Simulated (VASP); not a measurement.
# CsI (Pm-3m) in VASP: settings compared, part 2 of 2

VASP 6.6.1. The steps go on from the part before.

## Step 3: Single point, PBEsol

This run uses another cell than the first one, of 45.75 Å³/atom, 1.071 times its volume.

Input file INCAR:

```
PREC     = Accurate       # precision mode
ENCUT    = 500            # plane-wave cutoff, eV
EDIFF    = 1E-6           # SCF threshold, eV
ISMEAR   = 0              # smearing method
SIGMA    = 0.01           # smearing width, eV
LREAL    = F              # projectors in reciprocal space
LASPH    = T              # aspherical terms in the spheres
NELM     = 120            # most SCF steps
ALGO     = Normal         # electronic algorithm
ISIF     = 2              # what is computed and relaxed
LWAVE    = F              # write WAVECAR
LCHARG   = T              # write CHGCAR
GGA      = PS             # functional
LELF     = T              # ELF
LVHAR    = T            
NBANDS   = 15             # bands
GGA_COMPAT= F
```

Input file KPOINTS:

```
Automatic mesh
0
Gamma
  4 4 4
```

Input file POSCAR:

```
CsI
1.0
    4.5061950158      0.0000000000      0.0000000000
    0.0000000000      4.5061950158      0.0000000000
    0.0000000000      0.0000000000      4.5061950158
Cs I
1 1
Direct
    0.0000000000      0.0000000000      0.0000000000
    0.5000000000      0.5000000000      0.5000000000
```

Potentials or basis: VASP PAW PBE potentials, release 64 (Cs_sv, I).

The run is started by

```bash
> cat potpaw_PBE.64/Cs_sv/POTCAR potpaw_PBE.64/I/POTCAR > POTCAR
> mpirun -np 1 vasp_std > vasp.out
```

OUTCAR:

```text
PREC = Accurate
   ENCUT = 500
   EDIFF = 1E-6
   ISMEAR = 0
   LREAL = F
   LASPH = T
   NELM = 120
   ISIF = 2
   GGA = PS

 ion  position               nearest neighbor table
   1  0.000  0.000  0.000-
   2  0.500  0.500  0.500-

  LATTYP: Found a simple cubic cell.
 ALAT       =     4.5061950158

  Lattice vectors:

 A1 = (   4.5061950158,   0.0000000000,   0.0000000000)
 A2 = (   0.0000000000,   4.5061950158,   0.0000000000)
 A3 = (   0.0000000000,   0.0000000000,   4.5061950158)

Analysis of symmetry for initial positions (statically):
=====================================================================
 Subroutine PRICEL returns:
 Original cell was already a primitive cell.

 Routine SETGRP: Setting up the symmetry group for a
 simple cubic supercell.

 Subroutine GETGRP returns: Found 48 space group operations
[... 9 lines left out ...]

 Routine SETGRP: Setting up the symmetry group for a
 simple cubic supercell.

 Subroutine GETGRP returns: Found 48 space group operations
[... 11 lines left out ...]
                                     Primitive cell

  volume of cell :      91.5019

  direct lattice vectors                    reciprocal lattice vectors
     4.506195016  0.000000000  0.000000000     0.221916716  0.000000000  0.000000000
     0.000000000  4.506195016  0.000000000     0.000000000  0.221916716  0.000000000
     0.000000000  0.000000000  4.506195016     0.000000000  0.000000000  0.221916716

  length of vectors
     4.506195016  4.506195016  4.506195016     0.221916716  0.221916716  0.221916716

  position of ions in fractional coordinates (direct lattice)
     0.000000000  0.000000000  0.000000000
     0.500000000  0.500000000  0.500000000

  ion indices of the primitive-cell ions
   primitive index   ion index
                 1           1
                 2           2

----------------------------------------------------------------------------------------

 KPOINTS: Automatic mesh

Automatic generation of k-mesh.
 Grid dimensions read from file:
 generate k-points for:    4    4    4

 Generating k-lattice:

  Cartesian coordinates                     Fractional coordinates (reciprocal lattice)
     0.055479179  0.000000000  0.000000000     0.250000000  0.000000000  0.000000000
     0.000000000  0.055479179  0.000000000     0.000000000  0.250000000  0.000000000
     0.000000000  0.000000000  0.055479179     0.000000000  0.000000000  0.250000000

  Length of vectors
     0.055479179  0.055479179  0.055479179

  Shift w.r.t. Gamma in fractional coordinates (k-lattice)
     0.000000000  0.000000000  0.000000000

 Subroutine IBZKPT returns following result:
 ===========================================

 Found     10 irreducible k-points:

 Following reciprocal coordinates:
            Coordinates               Weight
  0.000000  0.000000  0.000000      1.000000
  0.250000  0.000000  0.000000      6.000000
  0.500000  0.000000  0.000000      3.000000
  0.250000  0.250000  0.000000     12.000000
  0.500000  0.250000  0.000000     12.000000
  0.500000  0.500000  0.000000      3.000000
  0.250000  0.250000  0.250000      8.000000
  0.500000  0.250000  0.250000     12.000000
  0.500000  0.500000  0.250000      6.000000
  0.500000  0.500000  0.500000      1.000000
   k-points           NKPTS =     10   k-points in BZ     NKDIM =     10   number of bands    NBANDS=     15
   number of dos      NEDOS =    301   number of ions     NIONS =      2
   total plane-waves  NPLWV =  46656
   dimension x,y,z NGX =    36 NGY =   36 NGZ =   36
   dimension x,y,z NGXF=    72 NGYF=   72 NGZF=   72
   ions per type =               1   1
   NGX,Y,Z   is equivalent  to a cutoff of  13.28, 13.28, 13.28 a.u.
   NGXF,Y,Z  is equivalent  to a cutoff of  26.56, 26.56, 26.56 a.u.
 SYSTEM =  unknown system
   PREC   = accura    normal or accurate (medium, high low for compatibility)
   ISTART =      0    job   : 0-new  1-cont  2-samecut
   ICHARG =      2    charge: 1-file 2-atom 10-const
   ISPIN  =      1    spin polarized calculation?
   LNONCOLLINEAR =      F non collinear calculations
   LSORBIT =      F    spin-orbit coupling
   LASPH  =      T    aspherical Exc in radial PAW
   ENCUT  =  500.0 eV  36.75 Ry    6.06 a.u.   8.22  8.22  8.22*2*pi/ulx,y,z
   NELM   =    120;   NELMIN=  2; NELMDL= -5     # of ELM steps
   EDIFF  = 0.1E-05   stopping-criterion for ELM
   LREAL  =      F    real-space projection
   EDIFFG = 0.1E-04   stopping-criterion for IOM
   NSW    =      0    number of steps for IOM
   IBRION =     -1    ionic relax: 0-MD 1-quasi-New 2-CG
   NFREE  =      0    steps in history (QN), initial steepest desc. (CG)
   ISIF   =      2    stress and relaxation
   ISYM   =      2    0-nonsym 1-usesym 2-fastsym
   POTIM  = 0.5000    time-step for ionic-motion
   TEBEG  =    0.0;   TEEND  =   0.0 temperature during run
   PSTRESS=    0.0 pullay stress
   NELECT =      16.0000    total number of electrons
   NUPDOWN=      -1.0000    fix difference up-down
   EMIN   =  10.00;   EMAX   =-10.00  energy-range for DOS
   EFERMI =   0.00;   METHOD = LEGACY
   ISMEAR =     0;   SIGMA  =   0.01  broadening in eV -4-tet -1-fermi 0-gaus
   EFERMI_NEDOS =   21; number of points for ismear=-14 and -15
   IALGO  =     38    algorithm
   IMIX   =      4    mixing-type and parameters
     AMIX     =   0.40;   BMIX     =  1.00
     AMIX_MAG =   1.60;   BMIX_MAG =  1.00
  volume/ion in A,a.u.               =      45.75       308.74
  Fermi-wavevector in a.u.,A,eV,Ry     =   0.915457  1.729964 11.402531  0.838062
  Thomas-Fermi vector in A             =   2.040201
   LORBIT       =      0    0 simple, 1 ext, 2 COOP (PROOUT), +10 PAW based schemes
   GGA     = PS    functional components
   LHFCALC =     F    Hartree Fock is set to
   AEXX    =    0.0000 exact exchange contribution
   IVDW    =     0    specifies the selected vdW correction
   LEPSILON=     F    determine dielectric tensor
   LRPA    =     F    only Hartree local field effects (RPA)
 non-spin polarized calculation
 Gauss-broadening in eV      SIGMA  =   0.01
  energy-cutoff  :      500.00
  volume of cell :       91.50
 maximum number of plane-waves:      2360
 NGX is ok and might be reduce to    36
   NGX = 17   NGY = 17   NGZ = 17

 number of electron      15.9999999 magnetization

 Free energy of the ion-electron system (eV)
  ---------------------------------------------------
  ext. energy  EPLUGINS =         0.00000000
  ---------------------------------------------------
  free energy    TOTEN  =        -5.77111876 eV

  energy without entropy =       -5.77111876  energy(sigma->0) =       -5.77111876

 E-fermi :   1.0066     XC(G=0):  -8.1273

 val. band max:        0.9447635121   @ k =   0.5000   0.5000   0.0000
 cond. band min:       4.7755957546   @ k =   0.0000   0.0000   0.0000
 fundamental gap:      3.8308322425
 Fermi energy:         1.0065751980

 k-point     1 :       0.0000    0.0000    0.0000
  band No.  band energies     occupation
      1     -19.3746      2.00000
      2      -9.8130      2.00000
      3      -6.0521      2.00000
      4      -6.0521      2.00000
      5      -6.0521      2.00000
      6       0.8616      2.00000
      7       0.8616      2.00000
      8       0.8616      2.00000
      9       4.7756      0.00000
     10       4.9515      0.00000
     11       4.9515      0.00000
     12       8.7675      0.00000
     13       8.7675      0.00000
     14       8.7675      0.00000
     15      11.2245      0.00000
[... 145 lines left out ...]
 k-point    10 :       0.5000    0.5000    0.5000
  band No.  band energies     occupation
      1     -19.2920      2.00000
      2      -9.5038      2.00000
      3      -6.3399      2.00000
      4      -6.3399      2.00000
      5      -6.3399      2.00000
      6      -0.4975      2.00000
      7      -0.4975      2.00000
      8      -0.4975      2.00000
      9       8.1279      0.00000
     10       8.1279      0.00000
     11       8.1279      0.00000
     12       8.9452      0.00000
     13       8.9452      0.00000
     14       8.9452      0.00000
     15      10.9893      0.00000

------------------------ aborting loop because EDIFF is reached ----------------------------------------

  FORCE on cell =-STRESS in cart. coord.  units (eV):
  Direction    XX          YY          ZZ          XY          YZ          ZX
  --------------------------------------------------------------------------------------
  -------------------------------------------------------------------------------------
  Total        0.0450494      0.0450494      0.0450494     -0.0000000     -0.0000000     -0.0000000
  in kB        0.7888052      0.7888052      0.7888052     -0.0000000     -0.0000000     -0.0000000
  external PRESSURE =       0.7888052 kB  Pullay stress =       0.0000000 kB

 VOLUME and BASIS-vectors are now :
 -----------------------------------------------------------------------------
  energy-cutoff  :      500.00
  volume of cell :       91.50
      direct lattice vectors                 reciprocal lattice vectors
     4.506195016  0.000000000  0.000000000     0.221916716  0.000000000  0.000000000
     0.000000000  4.506195016  0.000000000     0.000000000  0.221916716  0.000000000
     0.000000000  0.000000000  4.506195016     0.000000000  0.000000000  0.221916716

 POSITION                                       TOTAL-FORCE (eV/Angst)
 -----------------------------------------------------------------------------------
      0.00000      0.00000      0.00000         0.000000      0.000000      0.000000
      2.25310      2.25310      2.25310         0.000000      0.000000      0.000000
 -----------------------------------------------------------------------------------
    total drift:                               -0.000000      0.000000      0.000000

  FREE ENERGIE OF THE ION-ELECTRON SYSTEM (eV)
  ---------------------------------------------------
  free  energy   TOTEN  =        -5.7711187630 eV

  energy  without entropy=       -5.7711187630  energy(sigma->0) =       -5.77111876
```

Wall time 14 s (1 thread of AMD EPYC 7R43 (Zen 3), shared host); peak memory 0.17 GiB.

Results:

| Quantity | Value |
| --- | --- |
| Free energy | -5.7711 eV |
| Pressure | 0.1 GPa |
| Band gap on the k mesh | 3.83 eV, indirect (least direct gap 3.91 eV) |

Levels at points of the mesh, in eV from the valence-band top:
```
           k point  band 6  band 7  band 8  band 9  band 10  band 11
(0.00, 0.00, 0.00)   -0.08   -0.08   -0.08    3.83     4.01     4.01
(0.50, 0.00, 0.00)   -1.70   -0.27   -0.27    5.09     6.51     6.68
(0.50, 0.50, 0.00)   -0.90   -0.90    0.00    4.11     4.82     6.04
(0.50, 0.50, 0.50)   -1.44   -1.44   -1.44    7.18     7.18     7.18
```

Caveat: the PAW data sets were made with another functional, which shifts forces and pressure a little; spin-orbit coupling is left out, which moves the levels of the heavy elements. A k mesh can miss the band edges.

## Step 4: Single point, PBE

This run uses another cell than the first one, of 50.85 Å³/atom, 1.191 times its volume.

Input file INCAR:

```
PREC = Accurate
ENCUT = 500
EDIFF = 1E-6
ISMEAR = 0
SIGMA = 0.01
LREAL = F
LASPH = T
NELM = 120
ALGO = Normal
ISIF = 2
LWAVE = F
LCHARG = F
GGA = PE
NBANDS = 15
GGA_COMPAT = F
```

KPOINTS is that of step 3.

Input file POSCAR:

```
CsI
1.0
    4.6678435250      0.0000000000      0.0000000000
    0.0000000000      4.6678435250      0.0000000000
    0.0000000000      0.0000000000      4.6678435250
Cs I
1 1
Direct
    0.0000000000      0.0000000000      0.0000000000
    0.5000000000      0.5000000000      0.5000000000
```

The run is started by

```bash
> cat potpaw_PBE.64/Cs_sv/POTCAR potpaw_PBE.64/I/POTCAR > POTCAR
> mpirun -np 1 vasp_std > vasp.out
```

It took 14 s on 1 thread of AMD EPYC 7R43 (Zen 3), shared host; peak memory 0.17 GiB.

The run converged. Its results:

- Free energy: -5.4408 eV
- Pressure: 0.0 GPa
- Band gap on the k mesh: 3.67 eV, indirect (least direct gap 3.77 eV)

Levels at points of the mesh, in eV from the valence-band top:
```
           k point  band 6  band 7  band 8  band 9  band 10  band 11
(0.00, 0.00, 0.00)   -0.10   -0.10   -0.10    3.67     4.27     4.27
(0.50, 0.00, 0.00)   -1.41   -0.21   -0.21    5.21     6.21     6.43
(0.50, 0.50, 0.00)   -0.81   -0.81    0.00    4.24     4.89     6.07
(0.50, 0.50, 0.50)   -1.16   -1.16   -1.16    6.97     6.97     6.97
```

Caveat: spin-orbit coupling is left out, which moves the levels of the heavy elements.

## Step 5: The runs side by side

| level | potentials or basis | cell | gap on the mesh (eV) | pressure (GPa) |
| --- | --- | --- | --- | --- |
| LDA | VASP PAW LDA potentials, release 64 (Cs_sv, I) | a = 4.404 Å, 2 atoms | 3.77 | 0.1 |
| PBEsol | VASP PAW PBE potentials, release 64 (Cs_sv, I) | a = 4.506 Å, 2 atoms | 3.83 | 0.1 |
| PBE | VASP PAW PBE potentials, release 64 (Cs_sv, I) | a = 4.668 Å, 2 atoms | 3.67 | 0.0 |

Alike in all rows: task single point; no spin polarisation; k mesh 4 × 4 × 4; cutoff (eV) 500; smearing gaussian 0.01 eV.

Caveats: spin-orbit coupling is left out, which moves the levels of the heavy elements; the PAW data sets were made with another functional, which shifts forces and pressure a little (some runs).

Absolute energies hang on the potentials; compare differences alone.
